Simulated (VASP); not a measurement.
# TiNi (Pm-3m) in VASP: notebook

Runs on TiNi. Level: PBEsol. Tasks: single point.

All numbers are computed with VASP 6.6.1; they aren't measurements. Logs are shortened: lines on timing, memory, paths and dates and some standing lists are left out, and cuts for length are marked.

### 1 The cell of the first run

It takes space group Pm-3m (No. 221, cubic). Conventional cell: a = 2.988 Å, b = 2.988 Å, c = 2.988 Å, α = 90.00°, β = 90.00°, γ = 90.00°. Ti (site symmetry m-3m) has 8 Ni at 2.59 Å and 6 Ti at 2.99 Å within 3.4 Å. Within 3.4 Å of Ni (site symmetry m-3m) lie 8 Ti at 2.59 Å and 6 Ni at 2.99 Å.

### 2 Single point, PBEsol

INCAR

```
ALGO = Normal
EDIFF = 1E-7
ENCUT = 520
GGA = PS
ISIF = 2
ISMEAR = -1
LASPH = T
LCHARG = F
LREAL = F
LWAVE = F
NBANDS = 30
NELM = 80
PREC = Accurate
SIGMA = 0.1
```

KPOINTS

```
k-points
0
Gamma
  10 10 5
```

POSCAR

```
TiNi
1.0
    2.9880660000      0.0000000000      0.0000000000
    0.0000000000      2.9880660000      0.0000000000
    0.0000000000      0.0000000000      5.9761320000
Ti Ni
2 2
Direct
    0.5000000000      0.5000000000      0.2500000000
    0.5000000000      0.5000000000      0.7500000000
    0.0000000000      0.0000000000      0.0000000000
    0.0000000000      0.0000000000      0.5000000000
```

Potentials or basis: VASP PAW PBE potentials, release 64 (Ti_sv, Ni).

On the command line:

```sh
$ cat potpaw_PBE.64/Ti_sv/POTCAR potpaw_PBE.64/Ni/POTCAR > POTCAR
$ mpirun -np 1 vasp_std > vasp.out
```

OUTCAR:

```text
EDIFF = 1E-7
   ENCUT = 520
   GGA = PS
   ISIF = 2
   ISMEAR = -1
   LASPH = T
   LREAL = F
   NELM = 80
   PREC = Accurate

 ion  position               nearest neighbor table
   1  0.500  0.500  0.250-   3 2.59   4 2.59   3 2.59   4 2.59   3 2.59   4 2.59   3 2.59   4 2.59

   2  0.500  0.500  0.750-   3 2.59   4 2.59   3 2.59   4 2.59   3 2.59   4 2.59   3 2.59   4 2.59

   3  0.000  0.000  0.000-   1 2.59   2 2.59   1 2.59   2 2.59   1 2.59   2 2.59   1 2.59   2 2.59
                             4 2.99   4 2.99
   4  0.000  0.000  0.500-   1 2.59   2 2.59   1 2.59   2 2.59   1 2.59   2 2.59   1 2.59   2 2.59
                             3 2.99   3 2.99

  LATTYP: Found a simple tetragonal cell.
 ALAT       =     2.9880660000
 C/A-ratio  =     2.0000000000

  Lattice vectors:

 A1 = (   2.9880660000,   0.0000000000,   0.0000000000)
 A2 = (   0.0000000000,   2.9880660000,   0.0000000000)
 A3 = (   0.0000000000,   0.0000000000,   5.9761320000)

Analysis of symmetry for initial positions (statically):
=====================================================================
 Subroutine PRICEL returns following result:

  LATTYP: Found a simple cubic cell.
 ALAT       =     2.9880660000

  Lattice vectors:

 A1 = (   2.9880660000,   0.0000000000,   0.0000000000)
 A2 = (   0.0000000000,   2.9880660000,   0.0000000000)
 A3 = (   0.0000000000,   0.0000000000,   2.9880660000)

   2 primitive cells build up your supercell.

 Routine SETGRP: Setting up the symmetry group for a
 simple tetragonal supercell.

 Subroutine GETGRP returns: Found 16 space group operations
 (whereof 16 operations were pure point group operations)
 out of a pool of 16 trial point group operations.

The static configuration has the point symmetry D_4h.

Analysis of symmetry for dynamics (positions and initial velocities):
=====================================================================
 Subroutine PRICEL returns following result:

  LATTYP: Found a simple cubic cell.
 ALAT       =     2.9880660000

  Lattice vectors:

 A1 = (   2.9880660000,   0.0000000000,   0.0000000000)
 A2 = (   0.0000000000,   2.9880660000,   0.0000000000)
 A3 = (   0.0000000000,   0.0000000000,   2.9880660000)

   2 primitive cells build up your supercell.

 Routine SETGRP: Setting up the symmetry group for a
 simple tetragonal supercell.

 Subroutine GETGRP returns: Found 16 space group operations
 (whereof 16 operations were pure point group operations)
 out of a pool of 16 trial point group operations.

The dynamic configuration has the point symmetry D_4h.

 Subroutine INISYM returns: Found 16 space group operations
 (whereof 16 operations are pure point group operations),
 and found     2 'primitive' translations

----------------------------------------------------------------------------------------

                                     Primitive cell

  volume of cell :      26.6791

  direct lattice vectors                    reciprocal lattice vectors
     2.988066000  0.000000000  0.000000000     0.334664629  0.000000000  0.000000000
     0.000000000  2.988066000  0.000000000     0.000000000  0.334664629  0.000000000
     0.000000000  0.000000000  2.988066000     0.000000000  0.000000000  0.334664629

  length of vectors
     2.988066000  2.988066000  2.988066000     0.334664629  0.334664629  0.334664629

  position of ions in fractional coordinates (direct lattice)
     0.500000000  0.500000000  0.500000000
     0.000000000  0.000000000  0.000000000

  ion indices of the primitive-cell ions
   primitive index   ion index
                 1           1
                 2           3

----------------------------------------------------------------------------------------

 KPOINTS: k-points

Automatic generation of k-mesh.
 Grid dimensions read from file:
 generate k-points for:   10   10    5

 Generating k-lattice:

  Cartesian coordinates                     Fractional coordinates (reciprocal lattice)
     0.033466463  0.000000000  0.000000000     0.100000000  0.000000000  0.000000000
     0.000000000  0.033466463  0.000000000     0.000000000  0.100000000  0.000000000
     0.000000000  0.000000000  0.033466463     0.000000000  0.000000000  0.200000000

  Length of vectors
     0.033466463  0.033466463  0.033466463

  Shift w.r.t. Gamma in fractional coordinates (k-lattice)
     0.000000000  0.000000000  0.000000000

 Subroutine IBZKPT returns following result:
 ===========================================

 Found     63 irreducible k-points:

 Following reciprocal coordinates:
            Coordinates               Weight
  0.000000  0.000000  0.000000      1.000000
  0.100000  0.000000  0.000000      4.000000
  0.200000  0.000000  0.000000      4.000000
  0.300000  0.000000  0.000000      4.000000
  0.400000  0.000000  0.000000      4.000000
  0.500000  0.000000  0.000000      2.000000
[... 16 lines left out ...]
  0.100000  0.000000  0.200000      8.000000
  0.200000  0.000000  0.200000      8.000000
 [... further k-points ...]
   k-points           NKPTS =     63   k-points in BZ     NKDIM =     63   number of bands    NBANDS=     30
   number of dos      NEDOS =    301   number of ions     NIONS =      4
   total plane-waves  NPLWV =  27648
   dimension x,y,z NGX =    24 NGY =   24 NGZ =   48
   dimension x,y,z NGXF=    48 NGYF=   48 NGZF=   96
   ions per type =               2   2
   NGX,Y,Z   is equivalent  to a cutoff of  13.35, 13.35, 13.35 a.u.
   NGXF,Y,Z  is equivalent  to a cutoff of  26.71, 26.71, 26.71 a.u.
 SYSTEM =  unknown system
   PREC   = accura    normal or accurate (medium, high low for compatibility)
   ISTART =      0    job   : 0-new  1-cont  2-samecut
   ICHARG =      2    charge: 1-file 2-atom 10-const
   ISPIN  =      1    spin polarized calculation?
   LNONCOLLINEAR =      F non collinear calculations
   LSORBIT =      F    spin-orbit coupling
   LASPH  =      T    aspherical Exc in radial PAW
   ENCUT  =  520.0 eV  38.22 Ry    6.18 a.u.   5.56  5.56 11.11*2*pi/ulx,y,z
   NELM   =     80;   NELMIN=  2; NELMDL= -5     # of ELM steps
   EDIFF  = 0.1E-06   stopping-criterion for ELM
   LREAL  =      F    real-space projection
   EDIFFG = 0.1E-05   stopping-criterion for IOM
   NSW    =      0    number of steps for IOM
   IBRION =     -1    ionic relax: 0-MD 1-quasi-New 2-CG
   NFREE  =      0    steps in history (QN), initial steepest desc. (CG)
   ISIF   =      2    stress and relaxation
   ISYM   =      2    0-nonsym 1-usesym 2-fastsym
   POTIM  = 0.5000    time-step for ionic-motion
   TEBEG  =    0.0;   TEEND  =   0.0 temperature during run
   PSTRESS=    0.0 pullay stress
   NELECT =      44.0000    total number of electrons
   NUPDOWN=      -1.0000    fix difference up-down
   EMIN   =  10.00;   EMAX   =-10.00  energy-range for DOS
   EFERMI =   0.00;   METHOD = LEGACY
   ISMEAR =    -1;   SIGMA  =   0.10  broadening in eV -4-tet -1-fermi 0-gaus
   EFERMI_NEDOS =   21; number of points for ismear=-14 and -15
   IALGO  =     38    algorithm
   IMIX   =      4    mixing-type and parameters
     AMIX     =   0.40;   BMIX     =  1.00
     AMIX_MAG =   1.60;   BMIX_MAG =  1.00
  volume/ion in A,a.u.               =      13.34        90.02
  Fermi-wavevector in a.u.,A,eV,Ry     =   1.535178  2.901067 32.065843  2.356773
  Thomas-Fermi vector in A             =   2.642003
   LORBIT       =      0    0 simple, 1 ext, 2 COOP (PROOUT), +10 PAW based schemes
   GGA     = PS    functional components
   LHFCALC =     F    Hartree Fock is set to
   AEXX    =    0.0000 exact exchange contribution
   IVDW    =     0    specifies the selected vdW correction
   LEPSILON=     F    determine dielectric tensor
   LRPA    =     F    only Hartree local field effects (RPA)
 non-spin polarized calculation
  energy-cutoff  :      520.00
  volume of cell :       53.36
 maximum number of plane-waves:      1457
 NGX is ok and might be reduce to    24
   NGX = 11   NGY = 11   NGZ = 23

 number of electron      43.9999972 magnetization

 Free energy of the ion-electron system (eV)
  ---------------------------------------------------
  ext. energy  EPLUGINS =         0.00000000
  ---------------------------------------------------
  free energy    TOTEN  =       -30.49520049 eV

  energy without entropy =      -30.32445216  energy(sigma->0) =      -30.40982632

 E-fermi :   9.4656     XC(G=0): -12.6638

 val. band max:        9.4548398644   @ k =   0.5000   0.1000   0.0000
 cond. band min:       9.4811161074   @ k =   0.2000   0.0000   0.0000
 fundamental gap:      0.0262762430
 Fermi energy:         9.4656446371

 k-point     1 :       0.0000    0.0000    0.0000
  band No.  band energies     occupation
      1     -47.4599      2.00000
      2     -47.4279      2.00000
      3     -23.9552      2.00000
      4     -23.6540      2.00000
      5     -23.6540      2.00000
      6     -23.6539      2.00000
[... 22 lines left out ...]
     29      12.0873      0.00000
     30      12.0873      0.00000

 k-point     2 :       0.1000    0.0000    0.0000
  band No.  band energies     occupation
      1     -47.4569      2.00000
      2     -47.4251      2.00000
      3     -23.9508      2.00000
      4     -23.6832      2.00000
      5     -23.6577      2.00000
      6     -23.6517      2.00000
[... 22 lines left out ...]
     29      11.8318      0.00000
     30      12.0549      0.00000

 k-point     3 :       0.2000    0.0000    0.0000
  band No.  band energies     occupation
      1     -47.4489      2.00000
      2     -47.4178      2.00000
      3     -23.9391      2.00000
      4     -23.7594      2.00000
      5     -23.7279      2.00000
      6     -23.6459      2.00000
[... 22 lines left out ...]
     29      11.7462      0.00000
     30      11.9681      0.00000

 k-point     4 :       0.3000    0.0000    0.0000
  band No.  band energies     occupation
      1     -47.4390      2.00000
      2     -47.4087      2.00000
      3     -23.9247      2.00000
      4     -23.8525      2.00000
      5     -23.8137      2.00000
      6     -23.6387      2.00000
[... 616 lines left out ...]
     29      11.8318      0.00000
     30      12.0549      0.00000

 k-point    23 :       0.1000    0.0000    0.2000
  band No.  band energies     occupation
      1     -47.4538      2.00000
      2     -47.4282      2.00000
      3     -23.9228      2.00000
      4     -23.6830      2.00000
      5     -23.6787      2.00000
      6     -23.6601      2.00000
[... 22 lines left out ...]
     29      11.7687      0.00000
     30      12.0413      0.00000

 k-point    24 :       0.2000    0.0000    0.2000
  band No.  band energies     occupation
      1     -47.4459      2.00000
      2     -47.4208      2.00000
      3     -23.9117      2.00000
      4     -23.7566      2.00000
      5     -23.7308      2.00000
      6     -23.6743      2.00000
[... 22 lines left out ...]
     29      11.7848      0.00000
     30      11.9688      0.00000

 [... further k-points ...]

------------------------ aborting loop because EDIFF is reached ----------------------------------------

  FORCE on cell =-STRESS in cart. coord.  units (eV):
  Direction    XX          YY          ZZ          XY          YZ          ZX
  --------------------------------------------------------------------------------------
  -------------------------------------------------------------------------------------
  Total       -0.9806441     -0.9806441     -0.9806270      0.0000000      0.0000000      0.0000000
  in kB      -29.4456718    -29.4456718    -29.4451582      0.0000000      0.0000000      0.0000000
  external PRESSURE =     -29.4455006 kB  Pullay stress =       0.0000000 kB

 VOLUME and BASIS-vectors are now :
 -----------------------------------------------------------------------------
  energy-cutoff  :      520.00
  volume of cell :       53.36
      direct lattice vectors                 reciprocal lattice vectors
     2.988066000  0.000000000  0.000000000     0.334664629  0.000000000  0.000000000
     0.000000000  2.988066000  0.000000000     0.000000000  0.334664629  0.000000000
     0.000000000  0.000000000  5.976132000     0.000000000  0.000000000  0.167332315

 POSITION                                       TOTAL-FORCE (eV/Angst)
 -----------------------------------------------------------------------------------
      1.49403      1.49403      1.49403         0.000000      0.000000     -0.000000
      1.49403      1.49403      4.48210        -0.000000     -0.000000      0.000000
      0.00000      0.00000      0.00000         0.000000      0.000000      0.000000
      0.00000      0.00000      2.98807         0.000000      0.000000      0.000000
 -----------------------------------------------------------------------------------
    total drift:                                0.000000     -0.000000     -0.000000

  FREE ENERGIE OF THE ION-ELECTRON SYSTEM (eV)
  ---------------------------------------------------
  free  energy   TOTEN  =       -30.4952004896 eV

  energy  without entropy=      -30.3244521577  energy(sigma->0) =      -30.40982632
```

It took 1.9 min on 1 thread of Intel Xeon 8259CL, shared host; peak memory 0.23 GiB.

Results:

| Item | Value |
| --- | --- |
| Free energy | -30.4952 eV |
| Pressure | -2.9 GPa |
| Band gap on the k mesh | zero (bands 22 and 23 overlap by 1.24 eV) |

Caveat: the PAW data sets were made with another functional, which shifts forces and pressure a little. Spin polarisation is off, so any magnetic state and its effect on volume and gap are missing.

(Continued in part 2 of 2.)

The gap in the log of VASP goes by the Fermi energy; the results here count the filled bands.